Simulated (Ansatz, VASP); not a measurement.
**Cd: VASP beside Ansatz**

The input INCAR:

```
ALGO     = Fast           # electronic algorithm
EDIFF    = 1E-6           # SCF threshold, eV
ENCUT    = 520            # plane-wave cutoff, eV
ISIF     = 2              # what is computed and relaxed
ISMEAR   = 0              # smearing method
LASPH    = T              # aspherical terms in the spheres
LCHARG   = F              # write CHGCAR
LREAL    = F              # projectors in reciprocal space
LWAVE    = F              # write WAVECAR
NBANDS   = 12             # bands
NELM     = 60             # most SCF steps
PREC     = Accurate       # precision mode
SIGMA    = 0.15           # smearing width, eV
```

Contents of KPOINTS:

```
k-points
0
Gamma
  18 18 18
```

POSCAR

```
Cd
1.0
    0.0277268719      2.2181497500      2.2181497500
    2.2181497500      0.0277268719      2.2181497500
    2.2458766219      2.2458766219      0.0000000000
Cd
1
Direct
    0.0000000000      0.0000000000      0.0000000000
```

Input for Ansatz:

```yaml
crystal:
  lattice:
    - [0.0277268719, 2.21814975, 2.21814975]
    - [2.21814975, 0.0277268719, 2.21814975]
    - [2.2458766219, 2.2458766219, 0.0]
  atoms:
    - { symbol: Cd, position: [0.0, 0.0, 0.0] }
basis:
  ecutwfc: 420
kpoints:
  mp_grid: { grid: [18, 18, 18] }
hamiltonian:
  xc: lda
scf:
  occupations: { method: gaussian, width: 0.15 }
output:
  forces: true
  stress: true
  eigenvalues: true
```

Change from the starting cell: strain +0.0250 x Voigt [0, 0, 0, 0, 0, 1], atoms carried along.

Alike in both runs: task single point; functional LDA; k mesh 18 × 18 × 18; occupations gaussian, width 0.15 eV; no spin polarisation.

|  | VASP | Ansatz |
| --- | --- | --- |
| version | VASP 6.6.1 | Ansatz 0.2.0 |
| potentials or method | VASP PAW LDA potentials, release 64 (Cd), cutoff 520 eV | scalar-relativistic, plane waves, PAW |
| valence electrons in the cell | 12 | 20 |

```csv
,VASP,Ansatz,Ansatz less VASP
gap on the k mesh at the Fermi level (eV),none,none,-
pressure (GPa),-4.4,-4.8,-0.43
"traceless stress, the component that is largest in VASP (GPa)",0.16,0.17,+0.014
```

LDA's correlation is that of Perdew and Zunger in VASP and of Perdew and Wang (1992) in Ansatz. A gap of «none» marks a metal or a gap that the smearing closes. VASP's potentials hold 12 valence electrons a cell and Ansatz's 20, so a difference there can come from the potentials and not from the codes.
